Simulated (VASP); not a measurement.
# C (Fd-3m) in VASP: further runs

The runs below take C through single point, with r2SCAN.

Everything below comes from runs of VASP 6.6.1. Logs are shortened: lines on timing, memory, paths and dates and some standing lists are left out, and cuts for length are marked.

## (1) The cell of the first run

Symmetry: Fd-3m, No. 227, cubic system. The conventional cell has a = 3.560 Å, b = 3.560 Å, c = 3.560 Å, α = 90.00°, β = 90.00°, γ = 90.00°. C (site symmetry -43m) has 4 C at 1.54 Å within 2.1 Å.

## (2) Single point, r2SCAN

POSCAR

```
C
1.0
    0.0000000000      1.7801241434      1.7801241434
    1.7801241434      0.0000000000      1.7801241434
    1.7801241434      1.7801241434      0.0000000000
C
2
Direct
    0.0000000000      0.0000000000      0.0000000000
    0.2500000000      0.2500000000      0.2500000000
```

INCAR.step1

```
ALGO = Normal ; EDIFF = 1E-5
ENCUT = 1430 ; GGA = PE
GGA_COMPAT = False ; ISMEAR = -1
LASPH = True ; LCHARG = False
LREAL = False ; LWAVE = True
NBANDS = 11 ; NELM = 120
PREC = Accurate ; SIGMA = 0.02
```

INCAR.step2

```
ALGO = Normal ; EDIFF = 1E-6
ENCUT = 1430 ; GGA_COMPAT = False
ISIF = 2 ; ISMEAR = -1
ISTART = 1 ; LASPH = True
LCHARG = False ; LMIXTAU = True
LREAL = False ; LWAVE = False
METAGGA = R2SCAN ; NBANDS = 11
NELM = 120 ; PREC = Accurate
SIGMA = 0.02
```

KPOINTS

```
k-points
0
Gamma
  12 12 12
```

Potentials or basis: VASP PAW PBE potentials, release 64 (C_h).

Run with:

```sh
$ cat potpaw_PBE.64/C_h/POTCAR > POTCAR
$ cp INCAR.step1 INCAR
$ mpirun -np 1 vasp_std > vasp.out
$ cp INCAR.step2 INCAR
$ mpirun -np 1 vasp_std > vasp.out
```

OUTCAR:

```text
EDIFF = 1E-6
   ENCUT = 1430
   ISIF = 2
   ISMEAR = -1
   ISTART = 1
   LASPH = True
   LREAL = False
   METAGGA = R2SCAN
   NELM = 120
   PREC = Accurate

 ion  position               nearest neighbor table
   1  0.000  0.000  0.000-
   2  0.250  0.250  0.250-

  LATTYP: Found a face centered cubic cell.
 ALAT       =     3.5602482868

  Lattice vectors:

 A1 = (   0.0000000000,   1.7801241434,   1.7801241434)
 A2 = (   1.7801241434,   0.0000000000,   1.7801241434)
 A3 = (   1.7801241434,   1.7801241434,   0.0000000000)

Analysis of symmetry for initial positions (statically):
=====================================================================
 Subroutine PRICEL returns:
 Original cell was already a primitive cell.

 Routine SETGRP: Setting up the symmetry group for a
 face centered cubic supercell.

 Subroutine GETGRP returns: Found 48 space group operations
 (whereof 24 operations were pure point group operations)
 out of a pool of 48 trial point group operations.

The static configuration has the point symmetry T_d .
 The point group associated with its full space group is O_h .

Analysis of symmetry for dynamics (positions and initial velocities):
=====================================================================
 Subroutine PRICEL returns:
 Original cell was already a primitive cell.

 Routine SETGRP: Setting up the symmetry group for a
 face centered cubic supercell.

 Subroutine GETGRP returns: Found 48 space group operations
 (whereof 24 operations were pure point group operations)
 out of a pool of 48 trial point group operations.

The dynamic configuration has the point symmetry T_d .
 The point group associated with its full space group is O_h .

 Subroutine INISYM returns: Found 48 space group operations
 (whereof 24 operations are pure point group operations),
 and found     1 'primitive' translations

----------------------------------------------------------------------------------------

                                     Primitive cell

  volume of cell :      11.2819

  direct lattice vectors                    reciprocal lattice vectors
     0.000000000  1.780124143  1.780124143    -0.280879287  0.280879287  0.280879287
     1.780124143  0.000000000  1.780124143     0.280879287 -0.280879287  0.280879287
     1.780124143  1.780124143  0.000000000     0.280879287  0.280879287 -0.280879287

  length of vectors
     2.517475706  2.517475706  2.517475706     0.486497196  0.486497196  0.486497196

[... 87 lines left out ...]
   ISYM   =      2    0-nonsym 1-usesym 2-fastsym
   POTIM  = 0.5000    time-step for ionic-motion
   TEBEG  =    0.0;   TEEND  =   0.0 temperature during run
   PSTRESS=    0.0 pullay stress
   NELECT =       8.0000    total number of electrons
   NUPDOWN=      -1.0000    fix difference up-down
   EMIN   =  10.00;   EMAX   =-10.00  energy-range for DOS
   EFERMI =   0.00;   METHOD = LEGACY
   ISMEAR =    -1;   SIGMA  =   0.02  broadening in eV -4-tet -1-fermi 0-gaus
   EFERMI_NEDOS =   21; number of points for ismear=-14 and -15
   IALGO  =     38    algorithm
   IMIX   =      4    mixing-type and parameters
     AMIX     =   0.40;   BMIX     =  1.00
     AMIX_MAG =   1.60;   BMIX_MAG =  1.00
  volume/ion in A,a.u.               =       5.64        38.07
  Fermi-wavevector in a.u.,A,eV,Ry     =   1.459860  2.758735 28.996616  2.131191
  Thomas-Fermi vector in A             =   2.576377
   LORBIT       =      0    0 simple, 1 ext, 2 COOP (PROOUT), +10 PAW based schemes
   METAGGA = R2SCAN    functional components
   LHFCALC =     F    Hartree Fock is set to
   AEXX    =    0.0000 exact exchange contribution
   IVDW    =     0    specifies the selected vdW correction
   LEPSILON=     F    determine dielectric tensor
   LRPA    =     F    only Hartree local field effects (RPA)
 non-spin polarized calculation
  energy-cutoff  :     1430.00
  volume of cell :       11.28
 maximum number of plane-waves:      1411
   NGX = 15   NGY = 15   NGZ = 15

 number of electron       8.0000000 magnetization

 Free energy of the ion-electron system (eV)
  ---------------------------------------------------
  ext. energy  EPLUGINS =         0.00000000
  ---------------------------------------------------
  free energy    TOTEN  =       -19.72262060 eV

  energy without entropy =      -19.72262060  energy(sigma->0) =      -19.72262060

 E-fermi :  11.3664     XC(G=0): -14.2998

 val. band max:       10.9936637652   @ k =   0.0000   0.0000   0.0000
 cond. band min:      15.3808196246   @ k =   0.3333   0.3333   0.0000
 fundamental gap:      4.3871558594
 Fermi energy:        11.3664071061

 k-point     1 :       0.0000    0.0000    0.0000
  band No.  band energies     occupation
      1     -11.7509      2.00000
      2      10.9937      2.00000
      3      10.9937      2.00000
      4      10.9937      2.00000
      5      16.8882      0.00000
      6      16.8882      0.00000
      7      16.8882      0.00000
      8      24.9773      0.00000
      9      31.4687      0.00000
     10      38.4062      0.00000
     11      38.4062      0.00000
[... 309 lines left out ...]
 k-point    24 :      -0.4167    0.1667    0.0000
  band No.  band energies     occupation
      1      -5.3280      2.00000
      2      -2.2322      2.00000
      3       5.1690      2.00000
      4       7.1800      2.00000
      5      18.9524      0.00000
      6      21.8312      0.00000
      7      22.8073      0.00000
      8      27.4844      0.00000
      9      31.6095      0.00000
     10      36.3130      0.00000
     11      37.1134      0.00000

 [... further k-points ...]

------------------------ aborting loop because EDIFF is reached ----------------------------------------

  FORCE on cell =-STRESS in cart. coord.  units (eV):
  Direction    XX          YY          ZZ          XY          YZ          ZX
  --------------------------------------------------------------------------------------
  -------------------------------------------------------------------------------------
  Total       -0.0434268     -0.0434268     -0.0434268      0.0000000      0.0000000      0.0000000
  in kB       -6.1671888     -6.1671888     -6.1671888      0.0000000      0.0000000      0.0000000
  external PRESSURE =      -6.1671888 kB  Pullay stress =       0.0000000 kB

 VOLUME and BASIS-vectors are now :
 -----------------------------------------------------------------------------
  energy-cutoff  :     1430.00
  volume of cell :       11.28
      direct lattice vectors                 reciprocal lattice vectors
     0.000000000  1.780124143  1.780124143    -0.280879287  0.280879287  0.280879287
     1.780124143  0.000000000  1.780124143     0.280879287 -0.280879287  0.280879287
     1.780124143  1.780124143  0.000000000     0.280879287  0.280879287 -0.280879287

 POSITION                                       TOTAL-FORCE (eV/Angst)
 -----------------------------------------------------------------------------------
      0.00000      0.00000      0.00000        -0.000000     -0.000000     -0.000000
      0.89006      0.89006      0.89006         0.000000      0.000000      0.000000
 -----------------------------------------------------------------------------------
    total drift:                               -0.000000      0.000000      0.000000

  FREE ENERGIE OF THE ION-ELECTRON SYSTEM (eV)
  ---------------------------------------------------
  free  energy   TOTEN  =       -19.7226206044 eV

  energy  without entropy=      -19.7226206044  energy(sigma->0) =      -19.72262060
```

It took 73 s on 1 thread of Intel Xeon Platinum 8259CL at 2.50GHz (Skylake/Cascade Lake), shared host; peak memory 0.19 GiB.

What came out:

```
Free energy            : -19.7226 eV
Pressure               : -0.6 GPa
Band gap on the k mesh : 4.39 eV (least direct gap 5.89 eV)
```

Levels at points of the mesh, in eV from the valence-band top:
| k point | band 2 | band 3 | band 4 | band 5 | band 6 | band 7 |
| --- | --- | --- | --- | --- | --- | --- |
| (0.00, 0.00, 0.00) | 0.00 | 0.00 | 0.00 | 5.89 | 5.89 | 5.89 |
| (0.50, 0.00, 0.00) | -14.08 | -2.98 | -2.98 | 8.94 | 8.94 | 9.23 |
| (0.50, 0.50, 0.00) | -13.61 | -6.68 | -6.68 | 5.04 | 5.04 | 18.00 |

Caveat: the PAW data sets were made with another functional, which shifts forces and pressure a little. A k mesh can miss the band edges.

## (3) Single point, r2SCAN

POSCAR is that of step 2.

INCAR.step1

```
  ALGO = Normal
  EDIFF = 1E-5
  ENCUT = 1430
  GGA = PE
  GGA_COMPAT = False
  ISMEAR = 0
  LASPH = True
  LCHARG = False
  LREAL = False
  LWAVE = True
  NBANDS = 11
  NELM = 120
  PREC = Accurate
  SIGMA = 0.01
```

INCAR.step2

```
  ALGO = Normal
  EDIFF = 1E-6
  ENCUT = 1430
  GGA_COMPAT = False
  ISIF = 2
  ISMEAR = 0
  ISTART = 1
  LASPH = True
  LCHARG = False
  LMIXTAU = True
  LREAL = False
  LWAVE = False
  METAGGA = R2SCAN
  NBANDS = 11
  NELM = 120
  PREC = Accurate
  SIGMA = 0.01
```

KPOINTS is that of step 2.

Potentials or basis: VASP PAW PBE potentials, release 64 (C_h).

Run with:

```sh
$ cat potpaw_PBE.64/C_h/POTCAR > POTCAR
$ cp INCAR.step1 INCAR
$ mpirun -np 1 vasp_std > vasp.out
$ cp INCAR.step2 INCAR
$ mpirun -np 1 vasp_std > vasp.out
```

Wall time 33 s (1 thread of Intel Xeon 6975P-C (Granite Rapids), shared host); peak memory 0.19 GiB.

It converged, with:

```
Free energy            : -19.7226 eV
Pressure               : -0.6 GPa
Band gap on the k mesh : 4.39 eV (least direct gap 5.89 eV)
```

Levels at points of the mesh, in eV from the valence-band top:
```
           k point  band 2  band 3  band 4  band 5  band 6  band 7
(0.00, 0.00, 0.00)    0.00    0.00    0.00    5.89    5.89    5.89
(0.50, 0.00, 0.00)  -14.08   -2.98   -2.98    8.94    8.94    9.23
(0.50, 0.50, 0.00)  -13.61   -6.68   -6.68    5.04    5.04   18.00
```

Caveat: the PAW data sets were made with another functional, which shifts forces and pressure a little.
